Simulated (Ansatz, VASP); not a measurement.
## One calculation of TiAl, two programs

Contents of INCAR:

```
ALGO = Normal
EDIFF = 1E-6
ENCUT = 520
GGA = PS
ISIF = 2
ISMEAR = 0
LASPH = True
LCHARG = False
LREAL = False
LWAVE = False
NBANDS = 14
NELM = 60
PREC = Accurate
SIGMA = 0.15
```

Contents of KPOINTS:

```
k-points
0
Gamma
  18 18 10
```

File POSCAR:

```
TiAl
1.0
    2.9102711662      0.0000000000      0.0000000000
   -1.4551355831      2.5203687618      0.0000000000
    0.0000000000      0.0000000000      4.7482542450
Ti Al
1 1
Direct
    0.0000000000      0.0000000000      0.0000000000
    0.3333333333      0.6666666667      0.5000000000
```

Input for Ansatz:

```yaml
crystal:
  lattice:
    - [2.9102711662, 0.0, 0.0]
    - [-1.4551355831, 2.5203687618, 0.0]
    - [0.0, 0.0, 4.748254245]
  atoms:
    - { symbol: Ti, position: [0.0, 0.0, 0.0] }
    - { symbol: Al, position: [0.3333333333, 0.6666666667, 0.5] }
basis:
  ecutwfc: 420
kpoints:
  mp_grid: { grid: [18, 18, 10] }
hamiltonian:
  xc: pbesol
scf:
  occupations: { method: gaussian, width: 0.15 }
output:
  forces: true
  stress: true
  eigenvalues: true
```

Change from the starting cell: strain +0.015 along x and y, +0.015 along z, atoms carried along.

Alike in both runs: task single point; functional PBEsol; k mesh 18 × 18 × 10; occupations gaussian, width 0.15 eV; no spin polarisation.

|  | VASP | Ansatz |
| --- | --- | --- |
| version | VASP 6.6.1 | Ansatz 0.2.0 |
| potentials or method | VASP PAW PBE potentials, release 64 (Ti_sv, Al), cutoff 520 eV | scalar-relativistic, plane waves, PAW |
| valence electrons in the cell | 15 | 15 |

|  | VASP | Ansatz | Ansatz less VASP |
| --- | --- | --- | --- |
| gap on the k mesh at the Fermi level (eV) | none | none | - |
| pressure (GPa) | -6.9 | -7.0 | -0.04 |
| traceless stress, the component that is largest in VASP (GPa) | -1.26 | -1.31 | -0.049 |

VASP's potentials were made for PBE, not for PBEsol. A gap of «none» marks a metal or a gap that the smearing closes.
